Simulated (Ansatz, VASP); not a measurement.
## One calculation of BP, two programs

```
CELL_PARAMETERS angstrom
0.00000 2.23424 2.26827
2.23424 0.00000 2.26827
2.23424 2.23424 0.00000
ATOMIC_POSITIONS crystal
B 0.00000 0.00000 0.00000
P 0.75000 0.75000 0.75000
```

Change from the starting cell: strain -0.015 along x and y, +0.000 along z, atoms carried along.

Alike in both runs: task single point; functional r2SCAN; k mesh 10 × 10 × 10; occupations gaussian, width 0.05 eV; no spin polarisation.

```csv
,VASP,Ansatz
version,VASP 6.6.1,Ansatz 0.2.0
potentials or method,"VASP PAW PBE potentials, release 64 (B, P), cutoff 520 eV","scalar-relativistic, plane waves, PAW"
valence electrons in the cell,8,8
```

Ansatz gave:

| Quantity | Value |
| --- | --- |
| gap on the k mesh at the Fermi level (eV) | 1.25 |
| least direct gap on the mesh (eV) | 3.57 |
| pressure (GPa) | 5.4 |
| traceless stress, the component that is largest in VASP (GPa) | -3.04 |

**Question.** What did VASP give for the same quantities?

**Answer.** gap on the k mesh at the Fermi level (eV): 1.28; least direct gap on the mesh (eV): 3.61; pressure (GPa): 4.9; traceless stress, the component that is largest in VASP (GPa): -3.05.

VASP's potentials were made for PBE, not for r2SCAN.
